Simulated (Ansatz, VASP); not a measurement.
# Ca7MoO8: VASP beside Ansatz

INCAR

```
SYSTEM = Ca7MoO8
PREC     = Accurate       ! precision mode
ENCUT    = 520            ! plane-wave cutoff, eV
EDIFF    = 1E-6           ! SCF threshold, eV
ISMEAR   = 0              ! smearing method
SIGMA    = 0.05           ! smearing width, eV
LREAL    = Auto         
LASPH    = .TRUE.         ! aspherical terms in the spheres
NELM     = 150            ! most SCF steps
ALGO     = Normal         ! electronic algorithm
ISIF     = 2              ! what is computed and relaxed
LWAVE    = .FALSE.        ! write WAVECAR
LCHARG   = .FALSE.        ! write CHGCAR
LMAXMIX  = 4              ! l up to which the mixer works
LDAU     = .TRUE.         ! DFT+U
LDAUTYPE = 2            
LDAUL    = 2 -1 -1        ! shell
LDAUU    = 2 0 0          ! U, eV
LDAUJ    = 0 0 0        
LDAUPRINT= 1            
GGA      = PS             ! functional
NBANDS   = 80             ! bands
```

KPOINTS

```
Automatic mesh
0
G
  3 3 3
  0 0 0
```

POSCAR

```
Ca7MoO8
1.0
    0.0000000000      4.8150000000      4.8150000000
    4.8150000000      0.0000000000      4.8150000000
    4.8150000000      4.8150000000      0.0000000000
Mo Ca O
1 7 8
Direct
    0.0000000000      0.0000000000      1.0000000000
    0.0000000000      0.0000000000      0.5000000000
    0.0000000000      0.5000000000      0.0000000000
    0.0000000000      0.5000000000      0.5000000000
    0.5000000000      0.0000000000      0.0000000000
    0.5000000000      0.0000000000      0.5000000000
    0.5000000000      0.5000000000      0.0000000000
    0.5000000000      0.5000000000      0.5000000000
    0.2500000000      0.2500000000      0.2500000000
    0.2420323557      0.2420323557      0.7579676443
    0.2420323557      0.7579676443      0.2420323557
    0.2420323557      0.7579676443      0.7579676443
    0.7579676443      0.2420323557      0.2420323557
    0.7579676443      0.2420323557      0.7579676443
    0.7579676443      0.7579676443      0.2420323557
    0.7500000000      0.7500000000      0.7500000000
```

Input for Ansatz:

```yaml
crystal:
  lattice:
    - [0.0, 4.815, 4.815]
    - [4.815, 0.0, 4.815]
    - [4.815, 4.815, 0.0]
  atoms:
    - { symbol: Mo, position: [0.0, 0.0, 1.0] }
    - { symbol: Ca, position: [0.0, 0.0, 0.5] }
    - { symbol: Ca, position: [0.0, 0.5, 0.0] }
    - { symbol: Ca, position: [0.0, 0.5, 0.5] }
    - { symbol: Ca, position: [0.5, 0.0, 0.0] }
    - { symbol: Ca, position: [0.5, 0.0, 0.5] }
    - { symbol: Ca, position: [0.5, 0.5, 0.0] }
    - { symbol: Ca, position: [0.5, 0.5, 0.5] }
    - { symbol: O, position: [0.25, 0.25, 0.25] }
    - { symbol: O, position: [0.2420323557, 0.2420323557, 0.7579676443] }
    - { symbol: O, position: [0.2420323557, 0.7579676443, 0.2420323557] }
    - { symbol: O, position: [0.2420323557, 0.7579676443, 0.7579676443] }
    - { symbol: O, position: [0.7579676443, 0.2420323557, 0.2420323557] }
    - { symbol: O, position: [0.7579676443, 0.2420323557, 0.7579676443] }
    - { symbol: O, position: [0.7579676443, 0.7579676443, 0.2420323557] }
    - { symbol: O, position: [0.75, 0.75, 0.75] }
basis:
  ecutwfc: 420
  ecutrho_ratio: 4
kpoints:
  mp_grid: { grid: [3, 3, 3] }
hamiltonian:
  xc: pbesol
  hubbard: { sites: [{ site: 0, l: d, u_eff: 2.0 }] }
scf:
  occupations: { method: gaussian, width: 0.05 }
  lower_state_search: "off"
  max_iter: 150
output:
  forces: true
  stress: true
  eigenvalues: true
  populations: true
  hubbard: { sites: [{ site: 0, l: d }] }
```

Alike in both runs: task single point; functional PBEsol; k mesh 3 × 3 × 3; occupations gaussian, width 0.05 eV; no spin polarisation; Hubbard terms Mo d U = 2.0 eV.

|  | VASP | Ansatz |
| --- | --- | --- |
| version | VASP 6.6.1 | Ansatz 0.2.0 |
| potentials or method | VASP PAW PBE potentials, release 64 (Mo_sv, Ca_sv, O), cutoff 520 eV | scalar-relativistic, plane waves, PAW |
| valence electrons in the cell | 132 | 132 |

Ansatz gave:

* gap on the k mesh at the Fermi level (eV): none
* pressure (GPa): -9.1
* rms of the force components (eV/Å): 0.016

Task: Which values does VASP return?

Result: gap on the k mesh at the Fermi level (eV): none; pressure (GPa): -8.5; rms of the force components (eV/Å): 0.007.

VASP's potentials were made for PBE, not for PBEsol. The programs project onto different local orbitals, so the same U acts differently, and such runs can settle in different states. Atom by atom the forces differ by 0.009 eV/Å (rms over components). A gap of «none» marks a metal or a gap that the smearing closes. Ansatz's warnings: filled band counts differ across k points.

The k mesh is coarse, so the values compare programs but aren't converged.
